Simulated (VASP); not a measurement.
# AlN (Ibam) in VASP: further runs, part 2 of 2

VASP 6.6.1.

### 4 Relaxation of cell and atoms, PBE

Contents of INCAR:

```
SYSTEM = AlN
ALGO = Normal
EDIFF = 1E-7
EDIFFG = -0.04
ENCUT = 600
GGA = PE
IBRION = 2
ISIF = 3
ISMEAR = 0
LASPH = .True.
LCHARG = .False.
LREAL = .False.
LWAVE = .False.
NELM = 80
NSW = 90
PREC = Accurate
SIGMA = 0.1
```

Contents of KPOINTS:

```
k-points
0
Gamma
  4 4 4
  0 0 0
```

Contents of POSCAR:

```
AlN
1.0
   -3.1005656500      3.6080121300      2.5267808700
    3.1005656500     -3.6080121300      2.5267808700
    3.1005656500      3.6080121300     -2.5267808700
Al N
6 6
Direct
    0.3449075300      0.3960025900      0.7409101200
    0.1550924700      0.8960025900      0.0510950600
    0.8449075300      0.1039974100      0.9489049400
    0.6550924700      0.6039974100      0.2590898800
    0.7500000000      0.2500000000      0.5000000000
    0.2500000000      0.7500000000      0.5000000000
    0.3449075300      0.1039974100      0.4489049400
    0.1550924700      0.6039974100      0.7590898800
    0.2500000000      0.2500000000      0.0000000000
    0.7500000000      0.7500000000      0.0000000000
    0.8449075300      0.3960025900      0.2409101200
    0.6550924700      0.8960025900      0.5510950600
```

On the command line:

```console
cat potpaw_PBE.64/Al/POTCAR potpaw_PBE.64/N/POTCAR > POTCAR
mpirun -np 1 vasp_std > vasp.out
```

Run time: 12 min. Hardware: 1 thread of Intel Xeon Platinum 8488C (Sapphire Rapids), shared host; peak memory 0.35 GiB.

Results (log left out):

```
Free energy                           : -86.9356 eV
Relaxed volume                        : 10.83 Å³/atom
Relaxed cell                          : a = 5.679 Å, b = 5.679 Å, c = 5.679 Å, α = 118.71°, β = 90.49°, γ = 120.74°
Space group after relaxing (to 0.1 Å) : Ibam (No. 72)
Energy gained by relaxing             : 268.0 meV/atom
Ionic steps                           : 15
Pressure after relaxing               : 0.1 GPa
Largest force after relaxing          : 0.036 eV/Å
Band gap on the k mesh                : 2.70 eV
```

Forces in eV/Å, atoms in the order of the input:
```
Al  -0.025  0.011  0.000
Al  -0.025 -0.011  0.000
Al   0.025  0.011  0.000
Al   0.025 -0.011  0.000
Al   0.000  0.000  0.000
Al   0.000  0.000  0.000
N   -0.003  0.036  0.000
N   -0.003 -0.036  0.000
N    0.000  0.000  0.000
N    0.000  0.000  0.000
N    0.003  0.036  0.000
N    0.003 -0.036  0.000
```

Stress tensor (GPa, compression positive):
```
0.18 0.00 0.00
0.00 0.22 0.00
0.00 0.00 0.00
```

The path:
| step | energy change (eV) | largest force (eV/Å) | pressure (GPa) | volume (Å³) |
| --- | --- | --- | --- | --- |
| 1 | 0.0000 | 1.3793 | 37.76 | 113.07 |
| 2 | -0.9242 | 1.7056 | -21.38 | 153.11 |
| 3 | -2.4739 | 1.4993 | -2.87 | 133.18 |
| 4 | -2.8959 | 0.6979 | -2.28 | 133.57 |
| 5 | -2.8978 | 0.8330 | -2.23 | 133.59 |
| 6 | -3.1270 | 0.4435 | 0.14 | 130.94 |
| 7 | -3.1502 | 0.6625 | 1.29 | 129.81 |
| 8 | -3.1909 | 0.4922 | -0.14 | 130.25 |
| 9 | -3.1999 | 0.2245 | 0.24 | 130.12 |
| 10 | -3.2082 | 0.1124 | -0.32 | 130.46 |
| 11 | -3.2086 | 0.1249 | -0.48 | 130.55 |
| 12 | -3.2137 | 0.0875 | 0.00 | 130.14 |
| 13 | -3.2145 | 0.1055 | 0.30 | 129.89 |
| 14 | -3.2156 | 0.0815 | 0.05 | 130.02 |
| 15 | -3.2160 | 0.0361 | 0.14 | 129.97 |

Final structure:
```
CELL_PARAMETERS angstrom
-2.89451 3.99832 2.80767
2.89451 -3.99832 2.80767
2.89451 3.99832 -2.80767
ATOMIC_POSITIONS crystal
Al 0.35125 0.41067 0.76192
Al 0.14875 0.91067 0.05942
Al 0.85125 0.08933 0.94058
Al 0.64875 0.58933 0.23808
Al 0.75000 0.25000 0.50000
Al 0.25000 0.75000 0.50000
N 0.34386 0.08767 0.43153
N 0.15614 0.58767 0.74381
N 0.25000 0.25000 0.00000
N 0.75000 0.75000 0.00000
N 0.84386 0.41233 0.25619
N 0.65614 0.91233 0.56847
```

Levels at points of the mesh, in eV from the valence-band top:
```csv
k point,band 21,band 22,band 23,band 24,band 25,band 26,band 27,band 28
"(0.00, 0.00, 0.00)",-1.03,-0.92,-0.68,0.00,2.70,5.10,6.01,6.04
"(0.50, 0.00, 0.00)",-1.49,-1.49,-1.28,-1.28,5.27,5.27,5.49,5.49
"(0.00, 0.50, 0.00)",-1.45,-1.45,-0.67,-0.67,4.72,4.72,5.66,5.66
"(0.50, 0.50, 0.00)",-1.37,-1.27,-1.11,-0.89,4.72,4.94,5.20,5.29
"(0.50, 0.50, 0.50)",-1.45,-1.19,-0.92,-0.26,4.69,4.74,5.28,5.55
```

### 5 Single point, PBE

This run uses another cell than the first one, of 10.86 Å³/atom.

Contents of INCAR:

```
SYSTEM = AlN
PREC = Accurate
ENCUT = 520
EDIFF = 1E-6
ISMEAR = 0
SIGMA = 0.02
LREAL = .False.
LASPH = .True.
NELM = 60
ALGO = Normal
ISIF = 2
LWAVE = .False.
LCHARG = .False.
GGA = PE
NBANDS = 36
```

Contents of KPOINTS:

```
Automatic mesh
0
Gamma
  6 6 6
  0 0 0
```

Contents of POSCAR:

```
AlN
1.0
   -2.8997808258      4.0007127972      2.8085404058
    2.8997808258     -4.0007127972      2.8085404058
    2.8997808258      4.0007127972     -2.8085404058
Al N
6 6
Direct
    0.3512889944      0.4101770649      0.7614660593
    0.1487110056      0.9101770649      0.0588880705
    0.8512889944      0.0898229351      0.9411119295
    0.6487110056      0.5898229351      0.2385339407
    0.7500000000      0.2500000000      0.5000000000
    0.2500000000      0.7500000000      0.5000000000
    0.3440089489      0.0875241634      0.4315331123
    0.1559910511      0.5875241634      0.7435152146
    0.2500000000      0.2500000000      0.0000000000
    0.7500000000      0.7500000000      0.0000000000
    0.8440089489      0.4124758366      0.2564847854
    0.6559910511      0.9124758366      0.5684668877
```

Potentials or basis: VASP PAW PBE potentials, release 64 (Al, N).

On the command line:

```console
cat potpaw_PBE.64/Al/POTCAR potpaw_PBE.64/N/POTCAR > POTCAR
mpirun -np 1 vasp_std > vasp.out
```

OUTCAR:

```text
SYSTEM = AlN
   PREC = Accurate
   ENCUT = 520
   EDIFF = 1E-6
   ISMEAR = 0
   LREAL = .False.
   LASPH = .True.
   NELM = 60
   ISIF = 2
   GGA = PE

 ion  position               nearest neighbor table
   1  0.351  0.410  0.761-   8 1.87   7 1.87  10 1.91   9 1.91   4 2.60   3 3.00   3 3.00   6 3.01
                             5 3.01   5 3.18   6 3.18   2 3.32   2 3.32
   2  0.149  0.910  0.059-   7 1.87   8 1.87   9 1.91  10 1.91   3 2.60   4 3.00   4 3.00   5 3.01
                             6 3.01   5 3.18   6 3.18   1 3.32   1 3.32
   3  0.851  0.090  0.941-  12 1.87  11 1.87   9 1.91  10 1.91   2 2.60   1 3.00   1 3.00   5 3.01
                             6 3.01   6 3.18   5 3.18   4 3.32   4 3.32
[... 1178 lines left out ...]
  volume of cell :      130.33
      direct lattice vectors                 reciprocal lattice vectors
    -2.899780826  4.000712797  2.808540406     0.000000000  0.124977729  0.178028416
     2.899780826 -4.000712797  2.808540406     0.172426825  0.000000000  0.178028416
     2.899780826  4.000712797 -2.808540406     0.172426825  0.124977729  0.000000000

 POSITION                                       TOTAL-FORCE (eV/Angst)
 -----------------------------------------------------------------------------------
      2.37885      2.81081      0.00000         0.007722      0.007656     -0.000000
      2.37885     -2.81081      2.80854         0.007722     -0.007656      0.000000
      0.52093      6.81153      0.00000        -0.007722      0.007656     -0.000000
      0.52093      1.18990      2.80854        -0.007722     -0.007656      0.000000
      0.00000      4.00071      1.40427         0.000000     -0.000000     -0.000000
      2.89978      0.00000      1.40427         0.000000     -0.000000     -0.000000
      0.50760      2.75256     -0.00000        -0.002821     -0.006842      0.000000
      3.40738      1.24815     -0.00000        -0.002821      0.006842     -0.000000
      0.00000      0.00000      1.40427         0.000000     -0.000000     -0.000000
      0.00000      0.00000      4.21281         0.000000     -0.000000     -0.000000
     -0.50760      2.75256      2.80854         0.002821     -0.006842      0.000000
      2.39218      1.24815      2.80854         0.002821      0.006842     -0.000000
 -----------------------------------------------------------------------------------
    total drift:                               -0.000000      0.000000      0.000000

  FREE ENERGIE OF THE ION-ELECTRON SYSTEM (eV)
  ---------------------------------------------------
  free  energy   TOTEN  =       -86.9421048238 eV

  energy  without entropy=      -86.9421048238  energy(sigma->0) =      -86.94210482
```

OSZICAR:

```text
N       E                     dE             d eps       ncg     rms          rms(c)
DAV:   1     0.182962203190E+03    0.18296E+03   -0.22100E+04  3312   0.120E+03
DAV:   2    -0.841012558041E+02   -0.26706E+03   -0.25242E+03  4464   0.241E+02
DAV:   3    -0.101617362785E+03   -0.17516E+02   -0.17395E+02  4296   0.644E+01
DAV:   4    -0.101816712957E+03   -0.19935E+00   -0.19903E+00  4056   0.774E+00
DAV:   5    -0.101819943415E+03   -0.32305E-02   -0.32285E-02  4140   0.976E-01    0.211E+01
DAV:   6    -0.870141972984E+02    0.14806E+02   -0.52368E+01  4028   0.319E+01    0.731E+00
DAV:   7    -0.870129174974E+02    0.12798E-02   -0.19835E+00  3760   0.629E+00    0.496E+00
DAV:   8    -0.869514903650E+02    0.61427E-01   -0.27159E-01  3916   0.309E+00    0.780E-01
DAV:   9    -0.869406142671E+02    0.10876E-01   -0.51695E-02  4152   0.104E+00    0.447E-01
DAV:  10    -0.869420865492E+02   -0.14723E-02   -0.61298E-03  3952   0.364E-01    0.144E-01
DAV:  11    -0.869420896011E+02   -0.30519E-05   -0.68795E-04  3900   0.154E-01    0.506E-02
DAV:  12    -0.869421003052E+02   -0.10704E-04   -0.82123E-05  4116   0.487E-02    0.202E-02
DAV:  13    -0.869421036383E+02   -0.33330E-05   -0.65588E-06  3924   0.173E-02    0.112E-02
DAV:  14    -0.869421047831E+02   -0.11449E-05   -0.29227E-06  3444   0.106E-02    0.333E-03
DAV:  15    -0.869421048238E+02   -0.40677E-07   -0.11402E-06  2188   0.556E-03
   1 F= -.86942105E+02 E0= -.86942105E+02  d E =-.346694E-16
```

stdout:

```text
POSCAR found type information on POSCAR AlN
 POSCAR found :  2 types and      12 ions
 scaLAPACK will be used
 LDA part: xc-table for (Slater+PW92), standard interpolation
 POSCAR, INCAR and KPOINTS ok, starting setup
 FFT: planning ... GRIDC
 FFT: planning ... GRID_SOFT
 FFT: planning ... GRID
 WAVECAR not read
 entering main loop
```

It took 2.7 min on 1 thread of Intel Xeon Platinum 8488C (Sapphire Rapids), shared host; peak memory 0.34 GiB.

What came out:

* Free energy: -86.9421 eV
* Pressure: -0.3 GPa
* Largest force: 0.011 eV/Å
* Band gap on the k mesh: 2.68 eV

Forces in eV/Å, atoms in the order of the input:
```
Al   0.008  0.008  0.000
Al   0.008 -0.008  0.000
Al  -0.008  0.008  0.000
Al  -0.008 -0.008  0.000
Al   0.000  0.000  0.000
Al   0.000  0.000  0.000
N   -0.003 -0.007  0.000
N   -0.003  0.007  0.000
N    0.000  0.000  0.000
N    0.000  0.000  0.000
N    0.003 -0.007  0.000
N    0.003  0.007  0.000
```

Levels at points of the mesh, in eV from the valence-band top:
```tsv
k point	band 21	band 22	band 23	band 24	band 25	band 26	band 27	band 28
(0.00, 0.00, 0.00)	-1.03	-0.91	-0.67	0.00	2.68	5.10	6.00	6.04
(0.50, 0.00, 0.00)	-1.48	-1.48	-1.27	-1.27	5.26	5.26	5.48	5.48
(0.00, 0.50, 0.00)	-1.44	-1.44	-0.67	-0.67	4.72	4.72	5.65	5.65
(0.50, 0.50, 0.00)	-1.37	-1.27	-1.10	-0.89	4.72	4.93	5.19	5.28
(0.50, 0.50, 0.50)	-1.44	-1.18	-0.92	-0.26	4.69	4.72	5.27	5.54
```

### 6 Summary

```csv
task,cell,k mesh,cutoff (eV),smearing,gap on the mesh (eV),pressure (GPa),largest force (eV/Å)
single point,"a = 5.387 Å, angles 109.7, 95.9, 124.1°, 12 atoms, atomic positions A",4 × 4 × 4,520,gaussian 0.1 eV,2.25,37.8,1.38
single point,"a = 5.682 Å, angles 118.6, 90.5, 120.8°, 12 atoms, atomic positions B",4 × 4 × 4,520,gaussian 0.1 eV,2.69,-0.1,0.03
relaxation of cell and atoms,"relaxed from a = 5.387 Å, angles 109.7, 95.9, 124.1°, 12 atoms, atomic positions A",4 × 4 × 4,600,gaussian 0.1 eV,2.70,0.1,0.04
single point,"a = 5.684 Å, angles 118.6, 90.5, 120.8°, 12 atoms, atomic positions B",6 × 6 × 6,520,gaussian 0.02 eV,2.68,-0.3,0.01
```

Alike in all rows: level PBE; potentials or basis VASP PAW PBE potentials, release 64 (Al, N); no spin polarisation.

Caveats: the cell stands under pressure (at least some runs); forces of over 1 eV/Å act on the atoms, so gaps and moduli don't describe the material at rest (at least some runs).

Absolute energies hang on the potentials; compare differences alone.
